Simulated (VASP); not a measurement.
Input of a VASP 6.6.1 run:

Contents of INCAR:

```
ALGO = Normal
EDIFF = 1E-6
ENCUT = 520
GGA = PE
ISIF = 2
ISMEAR = 0
LASPH = T
LCHARG = F
LREAL = F
LWAVE = F
NBANDS = 16
NELM = 60
PREC = Accurate
SIGMA = 0.05
```

The input KPOINTS:

```
k-points
0
Gamma
  10 10 10
```

File POSCAR:

```
GaN
1.0
    0.0000000000      2.3339372476      2.3339372476
    2.2742384873      0.0596987603      2.2742384873
    2.2742384873      2.2742384873      0.0596987603
Ga N
1 1
Direct
    0.0000000000      0.0000000000      0.0000000000
    0.7500000000      0.7500000000      0.7500000000
```

Potentials or basis: VASP PAW PBE potentials, release 64 (Ga_d, N).

The run is started by

```sh
$ cat potpaw_PBE.64/Ga_d/POTCAR potpaw_PBE.64/N/POTCAR > POTCAR
$ mpirun -np 1 vasp_std > vasp.out
```

Question: What does it give for the largest force?

Answer: 0.374 eV/Å.

Question: What does it give for the band gap on the k mesh?

Answer: 1.40 eV, direct.

Question: Estimate the pressure.

Answer: 0.8 GPa.

Forces on the atoms (eV/Å):
```
Ga  -0.374  0.000  0.000
N    0.374  0.000  0.000
```

Caveat: the cell differs from its parent crystal (strain +0.0525 x Voigt [0, 0, 0, 1, 0, 0]).
